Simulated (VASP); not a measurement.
# RbBiO3 (Pm-3m) in VASP: a series of runs, part 2 of 2

VASP 6.6.1. Earlier steps stand in the parts before.

### Step 5. Single point, LDA

This run uses another cell than the first one, of 15.46 Å³/atom, 1.136 times its volume.

The input, INCAR:

```
ALGO = Normal ; EDIFF = 1E-7
ENCUT = 520 ; GGA = CA
ISIF = 2 ; ISMEAR = -1
LASPH = True ; LCHARG = False
LREAL = False ; LWAVE = False
NBANDS = 29 ; NELM = 60
PREC = Accurate ; SIGMA = 0.1
```

The input, KPOINTS:

```
k-points
0
Gamma
  5 5 5
```

The input, POSCAR:

```
RbBiO3
1.0
    4.2598220000      0.0000000000      0.0000000000
    0.0000000000      4.2598220000      0.0000000000
    0.0000000000      0.0000000000      4.2598220000
Rb Bi O
1 1 3
Direct
    0.0000000000      0.0000000000      0.0000000000
    0.5000000000      0.5000000000      0.5000000000
    0.5000000000      0.5000000000      0.0000000000
    0.5000000000      0.0000000000      0.5000000000
    0.0000000000      0.5000000000      0.5000000000
```

Potentials or basis: VASP PAW LDA potentials, release 64 (Rb_sv, Bi_d, O).

Launch:

```
$ cat potpaw_LDA.64/Rb_sv/POTCAR potpaw_LDA.64/Bi_d/POTCAR potpaw_LDA.64/O/POTCAR > POTCAR
$ mpirun -np 1 vasp_std > vasp.out
```

OUTCAR:

```text
EDIFF = 1E-7
   ENCUT = 520
   GGA = CA
   ISIF = 2
   ISMEAR = -1
   LASPH = True
   LREAL = False
   NELM = 60
   PREC = Accurate

 ion  position               nearest neighbor table
   1  0.000  0.000  0.000-   3 3.01   4 3.01   5 3.01   4 3.01   5 3.01   3 3.01   5 3.01   5 3.01
                             3 3.01   4 3.01   4 3.01   3 3.01   2 3.69   2 3.69   2 3.69   2 3.69
   2  0.500  0.500  0.500-   3 2.13   4 2.13   5 2.13   3 2.13   4 2.13   5 2.13   1 3.69   1 3.69
                             1 3.69   1 3.69   1 3.69   1 3.69   1 3.69   1 3.69
[... 510 lines left out ...]
  -------------------------------------------------------------------------------------
  Total       -1.4778785     -1.4778785     -1.4778785      0.0000000      0.0000000      0.0000000
  in kB      -30.6319719    -30.6319719    -30.6319719      0.0000000      0.0000000      0.0000000
  external PRESSURE =     -30.6319719 kB  Pullay stress =       0.0000000 kB

 VOLUME and BASIS-vectors are now :
 -----------------------------------------------------------------------------
  energy-cutoff  :      520.00
  volume of cell :       77.30
      direct lattice vectors                 reciprocal lattice vectors
     4.259822000  0.000000000  0.000000000     0.234751593  0.000000000  0.000000000
     0.000000000  4.259822000  0.000000000     0.000000000  0.234751593  0.000000000
     0.000000000  0.000000000  4.259822000     0.000000000  0.000000000  0.234751593

 POSITION                                       TOTAL-FORCE (eV/Angst)
 -----------------------------------------------------------------------------------
      0.00000      0.00000      0.00000         0.000000      0.000000      0.000000
      2.12991      2.12991      2.12991         0.000000      0.000000      0.000000
      2.12991      2.12991      0.00000         0.000000      0.000000      0.000000
      2.12991      0.00000      2.12991         0.000000      0.000000      0.000000
      0.00000      2.12991      2.12991         0.000000      0.000000      0.000000
 -----------------------------------------------------------------------------------
    total drift:                                0.000000     -0.000000     -0.000000

  FREE ENERGIE OF THE ION-ELECTRON SYSTEM (eV)
  ---------------------------------------------------
  free  energy   TOTEN  =       -28.4639829160 eV

  energy  without entropy=      -28.3826583161  energy(sigma->0) =      -28.42332062
```

OSZICAR:

```text
N       E                     dE             d eps       ncg     rms          rms(c)
DAV:   1     0.442055309589E+03    0.44206E+03   -0.22242E+04   580   0.163E+03
DAV:   2     0.168243166013E+02   -0.42523E+03   -0.40580E+03   620   0.451E+02
DAV:   3    -0.309943449812E+02   -0.47819E+02   -0.47060E+02   718   0.150E+02
DAV:   4    -0.329641465347E+02   -0.19698E+01   -0.19596E+01   820   0.300E+01
DAV:   5    -0.330180938596E+02   -0.53947E-01   -0.53923E-01   833   0.424E+00    0.125E+01
DAV:   6    -0.285717466698E+02    0.44463E+01   -0.15743E+01   810   0.498E+01    0.583E+00
DAV:   7    -0.285329264817E+02    0.38820E-01   -0.15234E+00   655   0.741E+00    0.299E+00
DAV:   8    -0.284765252766E+02    0.56401E-01   -0.30378E-01   718   0.382E+00    0.742E-01
DAV:   9    -0.284638713373E+02    0.12654E-01   -0.38882E-02   866   0.157E+00    0.205E-01
DAV:  10    -0.284639802055E+02   -0.10887E-03   -0.31289E-03   747   0.434E-01    0.422E-02
DAV:  11    -0.284639832673E+02   -0.30618E-05   -0.25005E-04   900   0.110E-01    0.138E-02
DAV:  12    -0.284639827185E+02    0.54881E-06   -0.16073E-05   694   0.281E-02    0.416E-03
DAV:  13    -0.284639829185E+02   -0.20009E-06   -0.84900E-07   834   0.571E-03    0.124E-03
DAV:  14    -0.284639829160E+02    0.25680E-08   -0.67628E-08   418   0.407E-03
   1 F= -.28463983E+02 E0= -.28423321E+02  d E =-.813246E-01
```

It took 9.8 s on 1 thread of AMD EPYC 9R45 (Zen 5), shared host; peak memory 0.13 GiB.

What came out:

- Free energy: -28.4640 eV
- Pressure: -3.1 GPa
- Band gap on the k mesh: zero (band 21 reaches 2.38 eV, above the bottom of band 22 at 1.75 eV)

Caveat: spin-orbit coupling is left out, which moves the levels of the heavy elements.

### Step 6. Single point, LDA

This run uses another cell than the first one, of 16.08 Å³/atom, 1.182 times its volume.

The input, INCAR:

```
PREC = Accurate
ENCUT = 520
EDIFF = 1E-6
ISMEAR = -1
SIGMA = 0.1
LREAL = F
LASPH = T
NELM = 100
ALGO = Normal
ISIF = 2
LWAVE = F
LCHARG = F
NBANDS = 29
```

The input, KPOINTS:

```
Automatic mesh
0
Gamma
  5 5 5
```

Changes to POSCAR since step 5:

```diff
@@ -2,5 +2,5 @@
 1.0
-    4.2598220000      0.0000000000      0.0000000000
-    0.0000000000      4.2598220000      0.0000000000
-    0.0000000000      0.0000000000      4.2598220000
+    4.3158787179      0.0000000000      0.0000000000
+    0.0000000000      4.3158787179      0.0000000000
+    0.0000000000      0.0000000000      4.3158787179
 Rb Bi O
```

Potentials or basis: VASP PAW LDA potentials, release 64 (Rb_sv, Bi_d, O).

Launch:

```
$ cat potpaw_LDA.64/Rb_sv/POTCAR potpaw_LDA.64/Bi_d/POTCAR potpaw_LDA.64/O/POTCAR > POTCAR
$ mpirun -np 1 vasp_std > vasp.out
```

It took 9 s on 1 thread of AMD EPYC 9R45 (Zen 5), shared host; peak memory 0.13 GiB.

It converged, with:

| Quantity | Value |
| --- | --- |
| Free energy | -28.3776 eV |
| Pressure | -6.1 GPa |
| Band gap on the k mesh | zero (band 21 reaches 2.06 eV, above the bottom of band 22 at 1.44 eV) |

Levels at points of the mesh, in eV from the Fermi level:
```tsv
k point	band 18	band 19	band 20	band 21	band 22	band 23	band 24	band 25
(0.00, 0.00, 0.00)	-0.75	-0.75	-0.63	-0.63	-0.63	6.72	7.56	7.56
```

Caveat: spin-orbit coupling is left out, which moves the levels of the heavy elements.

### Step 7. Summary

| cell | gap on the mesh (eV) | pressure (GPa) |
| --- | --- | --- |
| a = 4.082 Å, 5 atoms | none | 12.1 |
| a = 4.143 Å, 5 atoms | none | 5.5 |
| a = 4.202 Å, 5 atoms | none | 0.7 |
| a = 4.260 Å, 5 atoms | none | -3.1 |
| a = 4.316 Å, 5 atoms | none | -6.1 |

Alike in all rows: task single point; level LDA; potentials or basis VASP PAW LDA potentials, release 64 (Rb_sv, Bi_d, O); no spin polarisation; k mesh 5 × 5 × 5; cutoff (eV) 520; smearing fermi-dirac 0.1 eV.

Caveats: spin-orbit coupling is left out, which moves the levels of the heavy elements.

Total energies depend on the potentials used, so only differences within one code and one set of settings carry meaning.
